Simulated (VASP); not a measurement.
# Sc (Fm-3m) in VASP: a series of runs

Runs on Sc. Level: PBE. Tasks: single point.

All numbers are computed with VASP 6.6.1; they aren't measurements. Logs are shortened: lines on timing, memory, paths and dates and some standing lists are left out, and cuts for length are marked.

## 1. The cell of the first run

It takes space group Fm-3m (No. 225, cubic). The conventional cell has a = 3.491 Å, b = 3.491 Å, c = 3.491 Å, α = 90.00°, β = 90.00°, γ = 90.00°. Within 3.3 Å of Sc (site symmetry m-3m) lie 12 Sc at 2.47 Å.

This isn't the form of Sc at room conditions, which is hcp.

## 2. Single point, PBE (10.64 Å³/atom)

File INCAR:

```
PREC     = Accurate       # precision mode
ENCUT    = 520            # plane-wave cutoff, eV
EDIFF    = 1E-6           # SCF threshold, eV
ISMEAR   = -1             # smearing method
SIGMA    = 0.08           # smearing width, eV
LREAL    = F              # projectors in reciprocal space
LASPH    = T              # aspherical terms in the spheres
NELM     = 100            # most SCF steps
ALGO     = Normal         # electronic algorithm
ISIF     = 2              # what is computed and relaxed
LWAVE    = F              # write WAVECAR
LCHARG   = T              # write CHGCAR
GGA      = PE             # functional
LELF     = T              # ELF
LVHAR    = T            
NBANDS   = 12             # bands
```

File KPOINTS:

```
Automatic mesh
0
Gamma
  16 16 16
```

File POSCAR:

```
Sc
1.0
    0.0000000000      1.7454641721      1.7454641721
    1.7454641721      0.0000000000      1.7454641721
    1.7454641721      1.7454641721      0.0000000000
Sc
1
Direct
    0.0000000000      0.0000000000      0.0000000000
```

Potentials or basis: VASP PAW PBE potentials, release 64 (Sc_sv).

Run with:

```bash
cat potpaw_PBE.64/Sc_sv/POTCAR > POTCAR
mpirun -np 1 vasp_std > vasp.out
```

OUTCAR:

```text
PREC = Accurate
   ENCUT = 520
   EDIFF = 1E-6
   ISMEAR = -1
   LREAL = F
   LASPH = T
   NELM = 100
   ISIF = 2
   GGA = PE

 ion  position               nearest neighbor table
   1  0.000  0.000  0.000-

  LATTYP: Found a face centered cubic cell.
 ALAT       =     3.4909283442

  Lattice vectors:

 A1 = (   0.0000000000,   1.7454641721,   1.7454641721)
 A2 = (   1.7454641721,   0.0000000000,   1.7454641721)
 A3 = (   1.7454641721,   1.7454641721,   0.0000000000)

Analysis of symmetry for initial positions (statically):
=====================================================================
 Subroutine PRICEL returns:
 Original cell was already a primitive cell.

 Routine SETGRP: Setting up the symmetry group for a
 face centered cubic supercell.

 Subroutine GETGRP returns: Found 48 space group operations
 (whereof 48 operations were pure point group operations)
 out of a pool of 48 trial point group operations.

The static configuration has the point symmetry O_h .

Analysis of symmetry for dynamics (positions and initial velocities):
=====================================================================
 Subroutine PRICEL returns:
 Original cell was already a primitive cell.

 Routine SETGRP: Setting up the symmetry group for a
 face centered cubic supercell.

 Subroutine GETGRP returns: Found 48 space group operations
 (whereof 48 operations were pure point group operations)
 out of a pool of 48 trial point group operations.

The dynamic configuration has the point symmetry O_h .

 Subroutine INISYM returns: Found 48 space group operations
 (whereof 48 operations are pure point group operations),
 and found     1 'primitive' translations

----------------------------------------------------------------------------------------

                                     Primitive cell

  volume of cell :      10.6356

  direct lattice vectors                    reciprocal lattice vectors
     0.000000000  1.745464172  1.745464172    -0.286456753  0.286456753  0.286456753
     1.745464172  0.000000000  1.745464172     0.286456753 -0.286456753  0.286456753
     1.745464172  1.745464172  0.000000000     0.286456753  0.286456753 -0.286456753

  length of vectors
     2.468459105  2.468459105  2.468459105     0.496157651  0.496157651  0.496157651

  position of ions in fractional coordinates (direct lattice)
     0.000000000  0.000000000  0.000000000

  ion indices of the primitive-cell ions
   primitive index   ion index
                 1           1

----------------------------------------------------------------------------------------

 KPOINTS: Automatic mesh

Automatic generation of k-mesh.
 Grid dimensions read from file:
 generate k-points for:   16   16   16

 Generating k-lattice:

  Cartesian coordinates                     Fractional coordinates (reciprocal lattice)
    -0.017903547  0.017903547  0.017903547     0.062500000  0.000000000  0.000000000
     0.017903547 -0.017903547  0.017903547     0.000000000  0.062500000  0.000000000
     0.017903547  0.017903547 -0.017903547     0.000000000  0.000000000  0.062500000

  Length of vectors
     0.031009853  0.031009853  0.031009853

  Shift w.r.t. Gamma in fractional coordinates (k-lattice)
     0.000000000  0.000000000  0.000000000

 Subroutine IBZKPT returns following result:
 ===========================================

 Found    145 irreducible k-points:

 Following reciprocal coordinates:
            Coordinates               Weight
  0.000000  0.000000  0.000000      1.000000
  0.062500  0.000000  0.000000      8.000000
  0.125000  0.000000  0.000000      8.000000
  0.187500  0.000000  0.000000      8.000000
  0.250000  0.000000  0.000000      8.000000
  0.312500  0.000000  0.000000      8.000000
[... 16 lines left out ...]
 -0.125000  0.062500  0.000000     24.000000
 -0.062500  0.062500  0.000000     12.000000
 [... further k-points ...]
   k-points           NKPTS =    145   k-points in BZ     NKDIM =    145   number of bands    NBANDS=     12
   number of dos      NEDOS =    301   number of ions     NIONS =      1
   total plane-waves  NPLWV =   5832
   dimension x,y,z NGX =    18 NGY =   18 NGZ =   18
   dimension x,y,z NGXF=    36 NGYF=   36 NGZF=   36
   ions per type =               1
   NGX,Y,Z   is equivalent  to a cutoff of  12.12, 12.12, 12.12 a.u.
   NGXF,Y,Z  is equivalent  to a cutoff of  24.25, 24.25, 24.25 a.u.
 SYSTEM =  unknown system
   PREC   = accura    normal or accurate (medium, high low for compatibility)
   ISTART =      0    job   : 0-new  1-cont  2-samecut
   ICHARG =      2    charge: 1-file 2-atom 10-const
   ISPIN  =      1    spin polarized calculation?
   LNONCOLLINEAR =      F non collinear calculations
   LSORBIT =      F    spin-orbit coupling
   LASPH  =      T    aspherical Exc in radial PAW
   ENCUT  =  520.0 eV  38.22 Ry    6.18 a.u.   4.59  4.59  4.59*2*pi/ulx,y,z
   NELM   =    100;   NELMIN=  2; NELMDL= -5     # of ELM steps
   EDIFF  = 0.1E-05   stopping-criterion for ELM
   LREAL  =      F    real-space projection
   EDIFFG = 0.1E-04   stopping-criterion for IOM
   NSW    =      0    number of steps for IOM
   IBRION =     -1    ionic relax: 0-MD 1-quasi-New 2-CG
   NFREE  =      0    steps in history (QN), initial steepest desc. (CG)
   ISIF   =      2    stress and relaxation
   ISYM   =      2    0-nonsym 1-usesym 2-fastsym
   POTIM  = 0.5000    time-step for ionic-motion
   TEBEG  =    0.0;   TEEND  =   0.0 temperature during run
   PSTRESS=    0.0 pullay stress
   NELECT =      11.0000    total number of electrons
   NUPDOWN=      -1.0000    fix difference up-down
   EMIN   =  10.00;   EMAX   =-10.00  energy-range for DOS
   EFERMI =   0.00;   METHOD = LEGACY
   ISMEAR =    -1;   SIGMA  =   0.08  broadening in eV -4-tet -1-fermi 0-gaus
   EFERMI_NEDOS =   21; number of points for ismear=-14 and -15
   IALGO  =     38    algorithm
   IMIX   =      4    mixing-type and parameters
     AMIX     =   0.40;   BMIX     =  1.00
     AMIX_MAG =   1.60;   BMIX_MAG =  1.00
  volume/ion in A,a.u.               =      10.64        71.77
  Fermi-wavevector in a.u.,A,eV,Ry     =   1.655585  3.128602 37.293043  2.740961
  Thomas-Fermi vector in A             =   2.743656
   LORBIT       =      0    0 simple, 1 ext, 2 COOP (PROOUT), +10 PAW based schemes
   GGA     = PE    functional components
   LHFCALC =     F    Hartree Fock is set to
   AEXX    =    0.0000 exact exchange contribution
   IVDW    =     0    specifies the selected vdW correction
   LEPSILON=     F    determine dielectric tensor
   LRPA    =     F    only Hartree local field effects (RPA)
 non-spin polarized calculation
  energy-cutoff  :      520.00
  volume of cell :       10.64
 maximum number of plane-waves:       302
   NGX =  9   NGY =  9   NGZ =  9

 number of electron      11.0000003 magnetization

 Free energy of the ion-electron system (eV)
  ---------------------------------------------------
  ext. energy  EPLUGINS =         0.00000000
  ---------------------------------------------------
  free energy    TOTEN  =        -2.51062883 eV

  energy without entropy =       -2.48933464  energy(sigma->0) =       -2.49998174

 E-fermi :  10.3437     XC(G=0): -13.9035

 val. band max:       10.3250483502   @ k =  -0.2500   0.2500   0.0000
 cond. band min:      10.3472737468   @ k =  -0.2500   0.3125   0.1250
 fundamental gap:      0.0222253967
 Fermi energy:        10.3436529603

 k-point     1 :       0.0000    0.0000    0.0000
  band No.  band energies     occupation
      1     -38.6070      2.00000
      2     -14.4541      2.00000
      3     -14.4541      2.00000
      4     -14.4541      2.00000
      5       6.1290      2.00000
      6      12.5656      0.00000
      7      12.5656      0.00000
      8      12.5656      0.00000
      9      16.3305      0.00000
     10      16.3305      0.00000
     11      28.5465      0.00000
     12      36.1155      0.00000

 k-point     2 :       0.0625    0.0000    0.0000
  band No.  band energies     occupation
      1     -38.5610      2.00000
      2     -14.6466      2.00000
      3     -14.4742      2.00000
      4     -14.4742      2.00000
      5       6.3691      2.00000
      6      12.3916      0.00000
      7      12.6684      0.00000
      8      12.6684      0.00000
      9      16.2343      0.00000
     10      16.2343      0.00000
     11      28.9580      0.00000
     12      34.7523      0.00000

 k-point     3 :       0.1250    0.0000    0.0000
  band No.  band energies     occupation
      1     -38.4282      2.00000
      2     -15.1791      2.00000
      3     -14.5308      2.00000
      4     -14.5308      2.00000
      5       7.0066      2.00000
      6      11.9944      0.00000
      7      12.9208      0.00000
      8      12.9208      0.00000
      9      16.0330      0.00000
     10      16.0330      0.00000
     11      30.0047      0.00000
     12      32.7208      0.00000

 k-point     4 :       0.1875    0.0000    0.0000
  band No.  band energies     occupation
      1     -38.2239      2.00000
      2     -15.9397      2.00000
      3     -14.6140      2.00000
      4     -14.6140      2.00000
      5       7.7631      2.00000
      6      11.7213      0.00000
      7      13.1311      0.00000
      8      13.1311      0.00000
      9      15.9843      0.00000
     10      15.9843      0.00000
     11      30.3419      0.00000
     12      31.9020      0.00000

 k-point     5 :       0.2500    0.0000    0.0000
  band No.  band energies     occupation
      1     -37.9735      2.00000
      2     -16.7931      2.00000
      3     -14.7099      2.00000
      4     -14.7099      2.00000
      5       8.1598      2.00000
      6      12.0696      0.00000
      7      13.0680      0.00000
      8      13.0680      0.00000
      9      16.3678      0.00000
     10      16.3678      0.00000
     11      29.0158      0.00000
     12      32.7017      0.00000
[... 228 lines left out ...]
      1     -37.8548      2.00000
      2     -17.0737      2.00000
      3     -14.9384      2.00000
      4     -14.6879      2.00000
      5       8.3806      2.00000
      6      12.0720      0.00000
      7      12.8796      0.00000
      8      13.1113      0.00000
      9      15.9423      0.00000
     10      17.4487      0.00000
     11      28.9332      0.00000
     12      32.9022      0.00000

 k-point    22 :      -0.1875    0.0625    0.0000
  band No.  band energies     occupation
      1     -38.1095      2.00000
      2     -16.2503      2.00000
      3     -14.8262      2.00000
      4     -14.5915      2.00000
      5       8.1609      2.00000
      6      11.5026      0.00000
      7      13.1486      0.00000
      8      13.2861      0.00000
      9      15.4146      0.00000
     10      16.7392      0.00000
     11      30.1907      0.00000
     12      32.3226      0.00000

 k-point    23 :      -0.1250    0.0625    0.0000
  band No.  band energies     occupation
      1     -38.3294      2.00000
      2     -15.4828      2.00000
      3     -14.7039      2.00000
      4     -14.5161      2.00000
      5       7.4543      2.00000
      6      11.6659      0.00000
      7      13.0963      0.00000
      8      13.1337      0.00000
      9      15.4925      0.00000
     10      16.3947      0.00000
     11      30.7060      0.00000
     12      32.0774      0.00000

 k-point    24 :      -0.0625    0.0625    0.0000
  band No.  band energies     occupation
      1     -38.4861      2.00000
      2     -14.9107      2.00000
      3     -14.5796      2.00000
      4     -14.4745      2.00000
      5       6.7454      2.00000
      6      12.0922      0.00000
      7      12.8041      0.00000
      8      12.8939      0.00000
      9      15.8783      0.00000
     10      16.3204      0.00000
     11      29.5945      0.00000
     12      33.6286      0.00000

 [... further k-points ...]

------------------------ aborting loop because EDIFF is reached ----------------------------------------

  FORCE on cell =-STRESS in cart. coord.  units (eV):
  Direction    XX          YY          ZZ          XY          YZ          ZX
  --------------------------------------------------------------------------------------
  -------------------------------------------------------------------------------------
  Total        9.6017953      9.6017953      9.6017953     -0.0000000     -0.0000000      0.0000000
  in kB     1446.4392965   1446.4392965   1446.4392965     -0.0000000     -0.0000000      0.0000000
  external PRESSURE =    1446.4392965 kB  Pullay stress =       0.0000000 kB

 VOLUME and BASIS-vectors are now :
 -----------------------------------------------------------------------------
  energy-cutoff  :      520.00
  volume of cell :       10.64
      direct lattice vectors                 reciprocal lattice vectors
     0.000000000  1.745464172  1.745464172    -0.286456753  0.286456753  0.286456753
     1.745464172  0.000000000  1.745464172     0.286456753 -0.286456753  0.286456753
     1.745464172  1.745464172  0.000000000     0.286456753  0.286456753 -0.286456753

 POSITION                                       TOTAL-FORCE (eV/Angst)
 -----------------------------------------------------------------------------------
      0.00000      0.00000      0.00000         0.000000      0.000000      0.000000
 -----------------------------------------------------------------------------------
    total drift:                                0.000000     -0.000000      0.000000

  FREE ENERGIE OF THE ION-ELECTRON SYSTEM (eV)
  ---------------------------------------------------
  free  energy   TOTEN  =        -2.5106288318 eV

  energy  without entropy=       -2.4893346416  energy(sigma->0) =       -2.49998174
```

Wall time 6.5 s (1 thread of Intel Xeon 6975P-C (Granite Rapids), shared host); peak memory 0.13 GiB.

Results:

```yaml
Free_energy: -2.5106 eV
Pressure: 144.6 GPa
Band_gap_on_the_k_mesh: zero (an odd number of electrons rules out a gap without spin polarisation)
```

Caveat: the cell stands under pressure.

(Continued in part 2 of 2.)
